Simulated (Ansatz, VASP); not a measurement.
# One calculation of PbI2, two programs

```
CELL_PARAMETERS angstrom
4.62541 0.00000 0.00000
-2.31270 4.00572 0.00000
0.00000 0.00000 7.21718
ATOMIC_POSITIONS crystal
Pb 0.00000 0.00000 0.00000
I 0.66667 0.33333 0.74069
I 0.33333 0.66667 0.25931
```

Alike in both runs: task single point; functional PBE; k mesh 7 × 7 × 4; occupations fermi-dirac, width 0.03 eV; no spin polarisation.

```csv
,VASP,Ansatz
version,VASP 6.6.1,Ansatz 0.2.0
potentials or method,"VASP PAW PBE potentials, release 64 (Pb_d, I), cutoff 500 eV","all-electron LAPW, scalar-relativistic"
```

```tsv
	VASP	Ansatz	Ansatz less VASP
gap on the k mesh at the Fermi level (eV)	2.32	2.32	0.000
pressure (GPa)	0.5	0.5	+0.02
```

Ansatz ran all-electron here, and VASP with PAW potentials.

Neither program's run includes spin-orbit coupling.
